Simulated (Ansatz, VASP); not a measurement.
## HfPb2 in VASP and in Ansatz

INCAR

```
  ALGO = Normal
  EDIFF = 1E-7
  EDIFFG = -0.04
  ENCUT = 600
  GGA = PE
  IBRION = 2
  ISIF = 3
  ISMEAR = 0
  LASPH = T
  LCHARG = F
  LREAL = F
  LWAVE = F
  NELM = 100
  NSW = 90
  PREC = Accurate
  SIGMA = 0.1
```

KPOINTS

```
k-points
0
Gamma
  6 6 2
```

The input POSCAR:

```
HfPb2
1.0
    3.3525911600      0.0000000000      0.0000000000
   -1.6762955800      2.9034291200      0.0000000000
    0.0000000000      0.0000000000      8.5275286200
Hf Pb
1 2
Direct
    0.0000000000      0.0000000000      0.0000000000
    0.3333333300      0.6666666700      0.3217177800
    0.6666666700      0.3333333300      0.6782822200
```

Input for Ansatz:

```yaml
crystal:
  lattice:
    - [3.35259116, 0.0, 0.0]
    - [-1.67629558, 2.90342912, 0.0]
    - [0.0, 0.0, 8.52752862]
  atoms:
    - { symbol: Hf, position: [0.0, 0.0, 0.0] }
    - { symbol: Pb, position: [0.33333333, 0.66666667, 0.32171778] }
    - { symbol: Pb, position: [0.66666667, 0.33333333, 0.67828222] }
basis:
  ecutwfc: 420
kpoints:
  mp_grid: { grid: [6, 6, 2] }
hamiltonian:
  xc: pbe
scf:
  occupations: { method: gaussian, width: 0.1 }
  lower_state_search: "off"
output:
  forces: true
  stress: true
  eigenvalues: true
relax:
  adjacent_minimum: "off"
  f_tol: 0.04
  max_steps: 70
  cell: { stress_tol: 0.4 }
```

Alike in both runs: task relaxation of cell and atoms; functional PBE; k mesh 6 × 6 × 2; occupations gaussian, width 0.1 eV; no spin polarisation.

|  | VASP | Ansatz |
| --- | --- | --- |
| version | VASP 6.6.1 | Ansatz 0.2.0 |
| potentials or method | VASP PAW PBE potentials, release 64 (Hf_pv, Pb_d), cutoff 600 eV | scalar-relativistic, plane waves, PAW |
| valence electrons in the cell | 38 | 54 |

Ansatz gave:

```
gap on the k mesh at the Fermi level, each at its own relaxed structure (eV) : none
relaxed volume (Å³/atom)                                                     : 27.51
relaxed cell length with the largest relative difference (Å)                 : 8.785
```

**Question.** Estimate VASP's values.

**Answer.** gap on the k mesh at the Fermi level, each at its own relaxed structure (eV): none; relaxed volume (Å³/atom): 27.52; relaxed cell length with the largest relative difference (Å): 8.779.

A gap of «none» marks a metal or a gap that the smearing closes. VASP's potentials hold 38 valence electrons a cell and Ansatz's 54, so a difference there can come from the potentials and not from the codes.

The k mesh is coarse, so the values compare programs but aren't converged. Neither program's run includes spin-orbit coupling.
